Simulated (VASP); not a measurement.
# P (R-3m) in VASP: single point with PBEsol

Aim: the single point of P with PBEsol.

All numbers are computed with VASP 6.6.1; they aren't measurements. Logs are shortened: lines on timing, memory, paths and dates and some standing lists are left out, and cuts for length are marked.

### Step 1. The cell of the first run

It takes space group R-3m (No. 166, trigonal). The conventional cell has a = 3.451 Å, b = 3.451 Å, c = 9.389 Å, α = 90.00°, β = 90.00°, γ = 120.00°. Within 3.0 Å of P (site symmetry 3m) lie 6 P at 2.29 to 2.82 Å.

### Step 2. Single point, PBEsol

Contents of INCAR:

```
SYSTEM = P
PREC = Accurate ; ENCUT = 500
EDIFF = 1E-6 ; ISMEAR = -1
SIGMA = 0.1 ; LREAL = .False.
LASPH = .True. ; NELM = 120
ALGO = Normal ; ISIF = 2
LWAVE = .False. ; LCHARG = .False.
GGA = PS ; NBANDS = 12
GGA_COMPAT = .False.
```

Contents of KPOINTS:

```
Automatic mesh
0
Gamma
  2 2 2
  0 0 0
```

Contents of POSCAR:

```
P
1.0
    1.7257250000      0.9963480000      3.1296800000
   -1.7257250000      0.9963480000      3.1296800000
    0.0000000000     -1.9926960000      3.1296800000
P
2
Direct
    0.2270800000      0.2270800000      0.2270800000
    0.7729200000      0.7729200000      0.7729200000
```

Potentials or basis: VASP PAW PBE potentials, release 64 (P).

Command:

```bash
$ cat potpaw_PBE.64/P/POTCAR > POTCAR
$ mpirun -np 1 vasp_std > vasp.out
```

OUTCAR:

```text
SYSTEM = P
   PREC = Accurate
   ENCUT = 500
   EDIFF = 1E-6
   ISMEAR = -1
   LREAL = .False.
   LASPH = .True.
   NELM = 120
   ISIF = 2
   GGA = PS

 ion  position               nearest neighbor table
   1  0.227  0.227  0.227-   2 2.29   2 2.29   2 2.29   2 2.82   2 2.82   2 2.82
   2  0.773  0.773  0.773-   1 2.29   1 2.29   1 2.29   1 2.82   1 2.82   1 2.82

  LATTYP: Found a trigonal (rhomboedric) cell.
 ALAT       =     3.7102200764
 COS(alpha) =     0.5673128971

  Lattice vectors:

 A1 = (   1.7257250000,   0.9963480000,   3.1296800000)
 A2 = (  -1.7257250000,   0.9963480000,   3.1296800000)
 A3 = (   0.0000000000,  -1.9926960000,   3.1296800000)

Analysis of symmetry for initial positions (statically):
=====================================================================
 Subroutine PRICEL returns:
 Original cell was already a primitive cell.

 Routine SETGRP: Setting up the symmetry group for a
 trigonal (rhombohedral) supercell.

 Subroutine GETGRP returns: Found 12 space group operations
 (whereof 12 operations were pure point group operations)
 out of a pool of 12 trial point group operations.

The static configuration has the point symmetry D_3d.

Analysis of symmetry for dynamics (positions and initial velocities):
=====================================================================
 Subroutine PRICEL returns:
 Original cell was already a primitive cell.

 Routine SETGRP: Setting up the symmetry group for a
 trigonal (rhombohedral) supercell.

 Subroutine GETGRP returns: Found 12 space group operations
 (whereof 12 operations were pure point group operations)
 out of a pool of 12 trial point group operations.

The dynamic configuration has the point symmetry D_3d.

 Subroutine INISYM returns: Found 12 space group operations
 (whereof 12 operations are pure point group operations),
 and found     1 'primitive' translations

----------------------------------------------------------------------------------------

                                     Primitive cell

  volume of cell :      32.2875

  direct lattice vectors                    reciprocal lattice vectors
     1.725725000  0.996348000  3.129680000     0.289733300  0.167277564  0.106507162
    -1.725725000  0.996348000  3.129680000    -0.289733300  0.167277564  0.106507162
     0.000000000 -1.992696000  3.129680000     0.000000000 -0.334555129  0.106507162

  length of vectors
     3.710220076  3.710220076  3.710220243     0.351099622  0.351099622  0.351099572

  position of ions in fractional coordinates (direct lattice)
     0.227080000  0.227080000  0.227080000
     0.772920000  0.772920000  0.772920000

  ion indices of the primitive-cell ions
   primitive index   ion index
                 1           1
                 2           2

----------------------------------------------------------------------------------------

 KPOINTS: Automatic mesh

Automatic generation of k-mesh.
 Grid dimensions read from file:
 generate k-points for:    2    2    2

 Generating k-lattice:

  Cartesian coordinates                     Fractional coordinates (reciprocal lattice)
     0.144866650  0.083638782  0.053253581     0.500000000 -0.000000000 -0.000000000
    -0.144866650  0.083638782  0.053253581    -0.000000000  0.500000000 -0.000000000
     0.000000000 -0.167277564  0.053253581    -0.000000000 -0.000000000  0.500000000

  Length of vectors
     0.175549811  0.175549811  0.175549786

  Shift w.r.t. Gamma in fractional coordinates (k-lattice)
     0.000000000  0.000000000  0.000000000

 Subroutine IBZKPT returns following result:
 ===========================================

 Found      4 irreducible k-points:

 Following reciprocal coordinates:
            Coordinates               Weight
  0.000000  0.000000  0.000000      1.000000
  0.500000  0.000000 -0.000000      3.000000
  0.500000  0.500000 -0.000000      3.000000
  0.500000  0.500000  0.500000      1.000000
   k-points           NKPTS =      4   k-points in BZ     NKDIM =      4   number of bands    NBANDS=     12
   number of dos      NEDOS =    301   number of ions     NIONS =      2
   total plane-waves  NPLWV =  21952
   dimension x,y,z NGX =    28 NGY =   28 NGZ =   28
   dimension x,y,z NGXF=    56 NGYF=   56 NGZF=   56
   ions per type =               2
   NGX,Y,Z   is equivalent  to a cutoff of  12.55, 12.55, 12.55 a.u.
   NGXF,Y,Z  is equivalent  to a cutoff of  25.09, 25.09, 25.09 a.u.
 SYSTEM =  P
   PREC   = accura    normal or accurate (medium, high low for compatibility)
   ISTART =      0    job   : 0-new  1-cont  2-samecut
   ICHARG =      2    charge: 1-file 2-atom 10-const
   ISPIN  =      1    spin polarized calculation?
   LNONCOLLINEAR =      F non collinear calculations
   LSORBIT =      F    spin-orbit coupling
   LASPH  =      T    aspherical Exc in radial PAW
   ENCUT  =  500.0 eV  36.75 Ry    6.06 a.u.   6.76  6.76  6.76*2*pi/ulx,y,z
   NELM   =    120;   NELMIN=  2; NELMDL= -5     # of ELM steps
   EDIFF  = 0.1E-05   stopping-criterion for ELM
   LREAL  =      F    real-space projection
   EDIFFG = 0.1E-04   stopping-criterion for IOM
   NSW    =      0    number of steps for IOM
   IBRION =     -1    ionic relax: 0-MD 1-quasi-New 2-CG
   NFREE  =      0    steps in history (QN), initial steepest desc. (CG)
   ISIF   =      2    stress and relaxation
   ISYM   =      2    0-nonsym 1-usesym 2-fastsym
   POTIM  = 0.5000    time-step for ionic-motion
   TEBEG  =    0.0;   TEEND  =   0.0 temperature during run
   PSTRESS=    0.0 pullay stress
   NELECT =      10.0000    total number of electrons
   NUPDOWN=      -1.0000    fix difference up-down
   EMIN   =  10.00;   EMAX   =-10.00  energy-range for DOS
   EFERMI =   0.00;   METHOD = LEGACY
   ISMEAR =    -1;   SIGMA  =   0.10  broadening in eV -4-tet -1-fermi 0-gaus
   EFERMI_NEDOS =   21; number of points for ismear=-14 and -15
   IALGO  =     38    algorithm
   IMIX   =      4    mixing-type and parameters
     AMIX     =   0.40;   BMIX     =  1.00
     AMIX_MAG =   1.60;   BMIX_MAG =  1.00
  volume/ion in A,a.u.               =      16.14       108.94
  Fermi-wavevector in a.u.,A,eV,Ry     =   1.107636  2.093128 16.692396  1.226857
  Thomas-Fermi vector in A             =   2.244152
   LORBIT       =      0    0 simple, 1 ext, 2 COOP (PROOUT), +10 PAW based schemes
   GGA     = PS    functional components
   LHFCALC =     F    Hartree Fock is set to
   AEXX    =    0.0000 exact exchange contribution
   IVDW    =     0    specifies the selected vdW correction
   LEPSILON=     F    determine dielectric tensor
   LRPA    =     F    only Hartree local field effects (RPA)
 non-spin polarized calculation
  energy-cutoff  :      500.00
  volume of cell :       32.29
 maximum number of plane-waves:       834
 NGX is ok and might be reduce to    28
   NGX = 13   NGY = 13   NGZ = 13

 number of electron      10.0000000 magnetization

 Free energy of the ion-electron system (eV)
  ---------------------------------------------------
  ext. energy  EPLUGINS =         0.00000000
  ---------------------------------------------------
  free energy    TOTEN  =        -9.23775643 eV

  energy without entropy =       -9.15351599  energy(sigma->0) =       -9.19563621

 E-fermi :   8.6739     XC(G=0): -10.8055

 val. band max:        8.2850501120   @ k =   0.5000   0.0000  -0.0000
 cond. band min:       8.8095634102   @ k =   0.5000   0.0000  -0.0000
 fundamental gap:      0.5245132982
 Fermi energy:         8.6739228707

 k-point     1 :       0.0000    0.0000    0.0000
  band No.  band energies     occupation
      1      -7.4895      2.00000
      2       5.4310      2.00000
      3       5.8600      2.00000
      4       6.1998      2.00000
      5       6.1998      2.00000
      6      10.3989      0.00000
      7      11.6706      0.00000
      8      11.6706      0.00000
      9      14.7016      0.00000
     10      14.7016      0.00000
     11      16.0580      0.00000
     12      16.1072      0.00000

 k-point     2 :       0.5000    0.0000   -0.0000
  band No.  band energies     occupation
      1      -4.0030      2.00000
      2      -2.8945      2.00000
      3       5.2489      2.00000
      4       5.6300      2.00000
      5       8.2851      1.95988
      6       8.8096      0.40965
      7       9.1009      0.02759
      8       9.4635      0.00074
      9      17.7254      0.00000
     10      18.6957      0.00000
     11      20.7123      0.00000
     12      20.7668      0.00000

 k-point     3 :       0.5000    0.5000   -0.0000
  band No.  band energies     occupation
      1      -3.7431      2.00000
      2      -0.9792      2.00000
      3       2.1250      2.00000
      4       3.5627      2.00000
      5       3.6241      2.00000
      6       9.0002      0.07374
      7      15.1475      0.00000
      8      16.4944      0.00000
      9      17.3787      0.00000
     10      18.0149      0.00000
     11      21.7812      0.00000
     12      22.0295      0.00000

 k-point     4 :       0.5000    0.5000    0.5000
  band No.  band energies     occupation
      1      -5.4788      2.00000
      2      -1.9899      2.00000
      3       6.2853      2.00000
      4       6.2853      2.00000
      5       8.8520      0.28850
      6       8.8520      0.28849
      7       9.2231      0.00821
      8      11.2820      0.00000
      9      17.6453      0.00000
     10      18.4268      0.00000
     11      18.4268      0.00000
     12      21.2690      0.00000

------------------------ aborting loop because EDIFF is reached ----------------------------------------

  FORCE on cell =-STRESS in cart. coord.  units (eV):
  Direction    XX          YY          ZZ          XY          YZ          ZX
  --------------------------------------------------------------------------------------
  -------------------------------------------------------------------------------------
  Total       -0.1205639     -0.1205639      3.7960619      0.0000000      0.0000000      0.0000000
  in kB       -5.9826561     -5.9826585    188.3692632      0.0000000      0.0000000      0.0000000
  external PRESSURE =      58.8013162 kB  Pullay stress =       0.0000000 kB

 VOLUME and BASIS-vectors are now :
 -----------------------------------------------------------------------------
  energy-cutoff  :      500.00
  volume of cell :       32.29
      direct lattice vectors                 reciprocal lattice vectors
     1.725725000  0.996348000  3.129680000     0.289733300  0.167277564  0.106507162
    -1.725725000  0.996348000  3.129680000    -0.289733300  0.167277564  0.106507162
     0.000000000 -1.992696000  3.129680000     0.000000000 -0.334555129  0.106507162

 POSITION                                       TOTAL-FORCE (eV/Angst)
 -----------------------------------------------------------------------------------
      0.00000      0.00000      2.13206         0.000000      0.000000      0.286973
      0.00000      0.00000      7.25698         0.000000     -0.000000     -0.286973
 -----------------------------------------------------------------------------------
    total drift:                                0.000000      0.000000     -0.000000

  FREE ENERGIE OF THE ION-ELECTRON SYSTEM (eV)
  ---------------------------------------------------
  free  energy   TOTEN  =        -9.2377564269 eV

  energy  without entropy=       -9.1535159891  energy(sigma->0) =       -9.19563621
```

It took 6.1 s on 1 thread of Intel Xeon 8259CL, shared host; peak memory 0.14 GiB.

What came out:

| Property | Result |
| --- | --- |
| Free energy | -9.2378 eV |
| Pressure | 5.9 GPa |
| Largest force | 0.287 eV/Å |
| Band gap on the k mesh | zero (band 5 reaches 8.85 eV, above the bottom of band 6 at 8.81 eV) |

Forces on the atoms (eV/Å):
```
P    0.000  0.000  0.287
P    0.000  0.000 -0.287
```

Levels at points of the mesh, in eV from the Fermi level:
| k point | band 3 | band 4 | band 5 | band 6 | band 7 | band 8 |
| --- | --- | --- | --- | --- | --- | --- |
| (0.00, 0.00, 0.00) | -2.81 | -2.47 | -2.47 | 1.72 | 3.00 | 3.00 |
| (0.50, 0.00, 0.00) | -3.43 | -3.04 | -0.39 | 0.14 | 0.43 | 0.79 |
| (0.50, 0.50, 0.00) | -6.55 | -5.11 | -5.05 | 0.33 | 6.47 | 7.82 |
| (0.50, 0.50, 0.50) | -2.39 | -2.39 | 0.18 | 0.18 | 0.55 | 2.61 |

Caveat: the k points lie up to 1.10 Å⁻¹ apart; the PAW data sets were made with another functional, which shifts forces and pressure a little.
